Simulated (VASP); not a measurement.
# KTaO3 (P4mm) in VASP: further runs, part 2 of 3

VASP 6.6.1.

### Step 4. Single point, r2SCAN

POSCAR

```
KTaO3
1.0
    3.9883000000      0.0000000000      0.0000000000
    0.0000000000      3.9883000000      0.0000000000
    0.0000000000      0.0000000000      3.9883000000
K Ta O
1 1 3
Direct
    0.5000000000      0.5000000000      0.5000000000
    0.0376100093      0.0000000000      0.0000000000
    0.5000000000      0.0000000000      0.0000000000
    0.0000000000      0.5000000000      0.0000000000
    0.0000000000      0.0000000000      0.5000000000
```

INCAR.step1

```
  PREC = Accurate
  ENCUT = 520
  ISMEAR = 0
  SIGMA = 0.05
  LREAL = False
  LASPH = True
  NELM = 100
  NBANDS = 27
  GGA = PE
  ALGO = Normal
  EDIFF = 1E-4
  LWAVE = True
  LCHARG = False
```

INCAR.step2

```
  PREC = Accurate
  ENCUT = 520
  EDIFF = 1E-7
  ISMEAR = 0
  SIGMA = 0.05
  LREAL = False
  LASPH = True
  NELM = 100
  ALGO = Normal
  ISIF = 2
  LWAVE = False
  LCHARG = False
  METAGGA = R2SCAN
  LMIXTAU = True
  NBANDS = 27
  ISTART = 1
```

KPOINTS

```
regular mesh
0
Gamma
  6 6 6
```

The run is started by

```bash
cat potpaw_PBE.64/K_sv/POTCAR potpaw_PBE.64/Ta_pv/POTCAR potpaw_PBE.64/O/POTCAR > POTCAR
cp INCAR.step1 INCAR
mpirun -np 1 vasp_std > vasp.out
cp INCAR.step2 INCAR
mpirun -np 1 vasp_std > vasp.out
```

It took 2.2 min on 1 thread of AMD EPYC 9R45 (Zen 5), shared host; peak memory 0.18 GiB.

The run converged. Its results:

| Quantity | Value |
| --- | --- |
| Free energy | -87.0978 eV |
| Pressure | 3.3 GPa |
| Largest force | 1.344 eV/Å |
| Band gap on the k mesh | 2.60 eV (least direct gap 3.43 eV) |

Forces in eV/Å, atoms in the order of the input:
```
K    0.379  0.000  0.000
Ta  -1.344  0.000  0.000
O    0.828  0.000  0.000
O    0.069  0.000  0.000
O    0.069  0.000  0.000
```

Stress tensor (GPa, compression positive):
```
8.40 0.00 0.00
0.00 0.77 0.00
0.00 0.00 0.77
```

Levels at points of the mesh, in eV from the valence-band top:
```csv
k point,band 16,band 17,band 18,band 19,band 20,band 21,band 22,band 23
"(0.00, 0.00, 0.00)",-1.17,-0.96,-0.83,-0.83,2.60,3.14,3.14,7.11
"(0.50, 0.00, 0.00)",-2.16,-1.63,-0.88,-0.88,2.76,5.65,5.65,7.16
"(0.00, 0.50, 0.00)",-2.19,-1.62,-1.46,-1.13,3.30,5.38,5.49,7.29
"(0.50, 0.50, 0.00)",-1.70,-1.51,-1.47,-0.22,5.43,5.70,6.77,8.12
"(0.00, 0.50, 0.50)",-1.88,-1.74,-1.74,-0.04,5.52,5.52,6.68,7.96
"(0.50, 0.50, 0.50)",-3.94,-0.18,-0.18,0.00,6.78,6.88,6.88,9.33
```

Caveat: the cell differs from its parent crystal (all Ta atoms moved -0.150 Å, as atom 2 towards its neighbour atom 3 (O) at 1.994 Å); the stress differs along the axes, from 1 to 8 GPa; the PAW data sets were made with another functional, which shifts forces and pressure a little; spin-orbit coupling is left out, which moves the levels of the heavy elements. A k mesh can miss the band edges.

### Step 5. Single point, r2SCAN

POSCAR: that of step 4 with these lines changed.

```diff
@@ -9,3 +9,3 @@
     0.5000000000      0.5000000000      0.5000000000
-    0.0376100093      0.0000000000      0.0000000000
+   -0.0658175162      0.0000000000      0.0000000000
     0.5000000000      0.0000000000      0.0000000000
```

INCAR.step1

```
PREC     = Accurate       # precision mode
ENCUT    = 520            # plane-wave cutoff, eV
ISMEAR   = 0              # smearing method
SIGMA    = 0.05           # smearing width, eV
LREAL    = F              # projectors in reciprocal space
LASPH    = T              # aspherical terms in the spheres
NELM     = 60             # most SCF steps
NBANDS   = 27             # bands
GGA      = PE             # functional
ALGO     = Normal         # electronic algorithm
EDIFF    = 1E-4           # SCF threshold, eV
LWAVE    = T              # write WAVECAR
LCHARG   = F              # write CHGCAR
```

INCAR.step2

```
PREC     = Accurate       # precision mode
ENCUT    = 520            # plane-wave cutoff, eV
EDIFF    = 1E-6           # SCF threshold, eV
ISMEAR   = 0              # smearing method
SIGMA    = 0.05           # smearing width, eV
LREAL    = F              # projectors in reciprocal space
LASPH    = T              # aspherical terms in the spheres
NELM     = 60             # most SCF steps
ALGO     = Normal         # electronic algorithm
ISIF     = 2              # what is computed and relaxed
LWAVE    = F              # write WAVECAR
LCHARG   = F              # write CHGCAR
METAGGA  = R2SCAN         # meta-GGA
LMIXTAU  = T            
NBANDS   = 27             # bands
ISTART   = 1
```

KPOINTS is that of step 4.

Potentials or basis: VASP PAW PBE potentials, release 64 (K_sv, Ta_pv, O).

The run is started by

```bash
cat potpaw_PBE.64/K_sv/POTCAR potpaw_PBE.64/Ta_pv/POTCAR potpaw_PBE.64/O/POTCAR > POTCAR
cp INCAR.step1 INCAR
mpirun -np 1 vasp_std > vasp.out
cp INCAR.step2 INCAR
mpirun -np 1 vasp_std > vasp.out
```

OUTCAR:

```text
PREC = Accurate
   ENCUT = 520
   EDIFF = 1E-6
   ISMEAR = 0
   LREAL = F
   LASPH = T
   NELM = 60
   ISIF = 2
   METAGGA = R2SCAN
   ISTART = 1

 ion  position               nearest neighbor table
   1  0.500  0.500  0.500-   3 2.82   4 2.82   5 2.82   3 2.82   4 2.82   3 2.82   5 2.82   3 2.82
                             4 2.82   5 2.82   4 2.82   5 2.82   2 3.31   2 3.31   2 3.31   2 3.31
   2  0.934  0.000  0.000-   3 1.73   4 2.01   5 2.01   5 2.01   4 2.01   3 2.26   1 3.31   1 3.31
                             1 3.31   1 3.31   1 3.61   1 3.61   1 3.61   1 3.61
   3  0.500  0.000  0.000-   2 1.73   2 2.26   1 2.82   1 2.82   1 2.82   1 2.82
   4  0.000  0.500  0.000-   2 2.01   2 2.01   1 2.82   1 2.82   1 2.82   1 2.82
   5  0.000  0.000  0.500-   2 2.01   2 2.01   1 2.82   1 2.82   1 2.82   1 2.82

  LATTYP: Found a simple cubic cell.
 ALAT       =     3.9883000000

  Lattice vectors:

 A1 = (   3.9883000000,   0.0000000000,   0.0000000000)
 A2 = (   0.0000000000,   3.9883000000,   0.0000000000)
 A3 = (   0.0000000000,   0.0000000000,   3.9883000000)

Analysis of symmetry for initial positions (statically):
=====================================================================
 Subroutine PRICEL returns:
 Original cell was already a primitive cell.

 Routine SETGRP: Setting up the symmetry group for a
 simple cubic supercell.

 Subroutine GETGRP returns: Found  8 space group operations
 (whereof  8 operations were pure point group operations)
 out of a pool of 48 trial point group operations.

The static configuration has the point symmetry C_4v.

Analysis of symmetry for dynamics (positions and initial velocities):
=====================================================================
 Subroutine PRICEL returns:
 Original cell was already a primitive cell.

 Routine SETGRP: Setting up the symmetry group for a
 simple cubic supercell.

 Subroutine GETGRP returns: Found  8 space group operations
 (whereof  8 operations were pure point group operations)
 out of a pool of 48 trial point group operations.

The dynamic configuration has the point symmetry C_4v.

 Subroutine INISYM returns: Found  8 space group operations
 (whereof  8 operations are pure point group operations),
 and found     1 'primitive' translations

----------------------------------------------------------------------------------------

                                     Primitive cell

  volume of cell :      63.4400

  direct lattice vectors                    reciprocal lattice vectors
     3.988300000  0.000000000  0.000000000     0.250733395  0.000000000  0.000000000
     0.000000000  3.988300000  0.000000000     0.000000000  0.250733395  0.000000000
     0.000000000  0.000000000  3.988300000     0.000000000  0.000000000  0.250733395

  length of vectors
     3.988300000  3.988300000  3.988300000     0.250733395  0.250733395  0.250733395

  position of ions in fractional coordinates (direct lattice)
     0.500000000  0.500000000  0.500000000
     0.934182484  0.000000000  0.000000000
     0.500000000  0.000000000  0.000000000
     0.000000000  0.500000000  0.000000000
     0.000000000  0.000000000  0.500000000

  ion indices of the primitive-cell ions
   primitive index   ion index
                 1           1
[... 33 lines left out ...]
  0.000000  0.000000  0.000000      1.000000
  0.166667  0.000000  0.000000      2.000000
  0.000000  0.166667  0.000000      4.000000
  0.333333  0.000000  0.000000      2.000000
  0.000000  0.333333  0.000000      4.000000
  0.500000  0.000000  0.000000      1.000000
[... 16 lines left out ...]
  0.166667  0.166667  0.166667      8.000000
  0.333333  0.166667  0.166667      8.000000
 [... further k-points ...]
   k-points           NKPTS =     40   k-points in BZ     NKDIM =     40   number of bands    NBANDS=     27
   number of dos      NEDOS =    301   number of ions     NIONS =      5
   total plane-waves  NPLWV =  27000
   dimension x,y,z NGX =    30 NGY =   30 NGZ =   30
   dimension x,y,z NGXF=    60 NGYF=   60 NGZF=   60
   ions per type =               1   1   3
   NGX,Y,Z   is equivalent  to a cutoff of  12.51, 12.51, 12.51 a.u.
   NGXF,Y,Z  is equivalent  to a cutoff of  25.01, 25.01, 25.01 a.u.
 SYSTEM =  unknown system
   PREC   = accura    normal or accurate (medium, high low for compatibility)
   ISTART =      1    job   : 0-new  1-cont  2-samecut
   ICHARG =      0    charge: 1-file 2-atom 10-const
   ISPIN  =      1    spin polarized calculation?
   LNONCOLLINEAR =      F non collinear calculations
   LSORBIT =      F    spin-orbit coupling
   LASPH  =      T    aspherical Exc in radial PAW
   ENCUT  =  520.0 eV  38.22 Ry    6.18 a.u.   7.42  7.42  7.42*2*pi/ulx,y,z
   NELM   =     60;   NELMIN=  2; NELMDL=  0     # of ELM steps
   EDIFF  = 0.1E-05   stopping-criterion for ELM
   LREAL  =      F    real-space projection
   EDIFFG = 0.1E-04   stopping-criterion for IOM
   NSW    =      0    number of steps for IOM
   IBRION =     -1    ionic relax: 0-MD 1-quasi-New 2-CG
   NFREE  =      0    steps in history (QN), initial steepest desc. (CG)
   ISIF   =      2    stress and relaxation
   ISYM   =      2    0-nonsym 1-usesym 2-fastsym
   POTIM  = 0.5000    time-step for ionic-motion
   TEBEG  =    0.0;   TEEND  =   0.0 temperature during run
   PSTRESS=    0.0 pullay stress
   NELECT =      38.0000    total number of electrons
   NUPDOWN=      -1.0000    fix difference up-down
   EMIN   =  10.00;   EMAX   =-10.00  energy-range for DOS
   EFERMI =   0.00;   METHOD = LEGACY
   ISMEAR =     0;   SIGMA  =   0.05  broadening in eV -4-tet -1-fermi 0-gaus
   EFERMI_NEDOS =   21; number of points for ismear=-14 and -15
   IALGO  =     38    algorithm
   IMIX   =      4    mixing-type and parameters
     AMIX     =   0.40;   BMIX     =  1.00
     AMIX_MAG =   1.60;   BMIX_MAG =  1.00
  volume/ion in A,a.u.               =      12.69        85.62
  Fermi-wavevector in a.u.,A,eV,Ry     =   1.380008  2.607837 25.911228  1.904422
  Thomas-Fermi vector in A             =   2.504925
   LORBIT       =      0    0 simple, 1 ext, 2 COOP (PROOUT), +10 PAW based schemes
   METAGGA = R2SCAN    functional components
   LHFCALC =     F    Hartree Fock is set to
   AEXX    =    0.0000 exact exchange contribution
   IVDW    =     0    specifies the selected vdW correction
   LEPSILON=     F    determine dielectric tensor
   LRPA    =     F    only Hartree local field effects (RPA)
 non-spin polarized calculation
 Gauss-broadening in eV      SIGMA  =   0.05
  energy-cutoff  :      520.00
  volume of cell :       63.44
 maximum number of plane-waves:      1743
 NGX is ok and might be reduce to    30
   NGX = 15   NGY = 15   NGZ = 15

 number of electron      37.9999976 magnetization

 Free energy of the ion-electron system (eV)
  ---------------------------------------------------
  ext. energy  EPLUGINS =         0.00000000
  ---------------------------------------------------
  free energy    TOTEN  =       -86.75718404 eV

  energy without entropy =      -86.75718404  energy(sigma->0) =      -86.75718404

 E-fermi :   1.8596     XC(G=0): -11.5316

 val. band max:        1.6475518773   @ k =   0.5000   0.5000   0.5000
 cond. band min:       4.2358722094   @ k =   0.0000   0.0000   0.0000
 fundamental gap:      2.5883203321
 Fermi energy:         1.8595587007

 k-point     1 :       0.0000    0.0000    0.0000
  band No.  band energies     occupation
      1     -33.9024      2.00000
      2     -33.4814      2.00000
      3     -33.4814      2.00000
      4     -27.1444      2.00000
      5     -17.2347      2.00000
      6     -16.4326      2.00000
[... 709 lines left out ...]
     26      11.7454      0.00000
     27      12.7936      0.00000

 [... further k-points ...]

------------------------ aborting loop because EDIFF is reached ----------------------------------------

  FORCE on cell =-STRESS in cart. coord.  units (eV):
  Direction    XX          YY          ZZ          XY          YZ          ZX
  --------------------------------------------------------------------------------------
  -------------------------------------------------------------------------------------
  Total        9.5741456      0.1072114      0.1072114      0.0000000      0.0000000      0.0000000
  in kB      241.7949108      2.7076211      2.7076211      0.0000000      0.0000000      0.0000000
  external PRESSURE =      82.4033843 kB  Pullay stress =       0.0000000 kB

 VOLUME and BASIS-vectors are now :
 -----------------------------------------------------------------------------
  energy-cutoff  :      520.00
  volume of cell :       63.44
      direct lattice vectors                 reciprocal lattice vectors
     3.988300000  0.000000000  0.000000000     0.250733395  0.000000000  0.000000000
     0.000000000  3.988300000  0.000000000     0.000000000  0.250733395  0.000000000
     0.000000000  0.000000000  3.988300000     0.000000000  0.000000000  0.250733395

 POSITION                                       TOTAL-FORCE (eV/Angst)
 -----------------------------------------------------------------------------------
      1.99415      1.99415      1.99415        -0.674884     -0.000000     -0.000000
      3.72580      0.00000      0.00000         5.259228      0.000000      0.000000
      1.99415      0.00000      0.00000        -3.904310     -0.000000     -0.000000
      0.00000      1.99415      0.00000        -0.340017      0.000000     -0.000000
      0.00000      0.00000      1.99415        -0.340017      0.000000     -0.000000
 -----------------------------------------------------------------------------------
    total drift:                                0.006446     -0.000000      0.000000

  FREE ENERGIE OF THE ION-ELECTRON SYSTEM (eV)
  ---------------------------------------------------
  free  energy   TOTEN  =       -86.7571840398 eV

  energy  without entropy=      -86.7571840398  energy(sigma->0) =      -86.75718404
```

Run time: 1.7 min. Hardware: 1 thread of AMD EPYC 9R45 (Zen 5), shared host; peak memory 0.18 GiB.

Results:

```yaml
Free_energy: -86.7572 eV
Pressure: 8.2 GPa
Largest_force: 5.259 eV/Å
Band_gap_on_the_k_mesh: 2.59 eV (least direct gap 3.46 eV)
```

Forces in eV/Å, atoms in the order of the input:
```
K   -0.675  0.000  0.000
Ta   5.259  0.000  0.000
O   -3.904  0.000  0.000
O   -0.340  0.000  0.000
O   -0.340  0.000  0.000
```

Caveat: the cell differs from its parent crystal (all Ta atoms moved +0.263 Å, as atom 2 towards its neighbour atom 3 (O) at 1.994 Å); the stress differs along the axes, from 0 to 24 GPa; the PAW data sets were made with another functional, which shifts forces and pressure a little; spin-orbit coupling is left out, which moves the levels of the heavy elements.

(Part 2 of 3 ends here.)
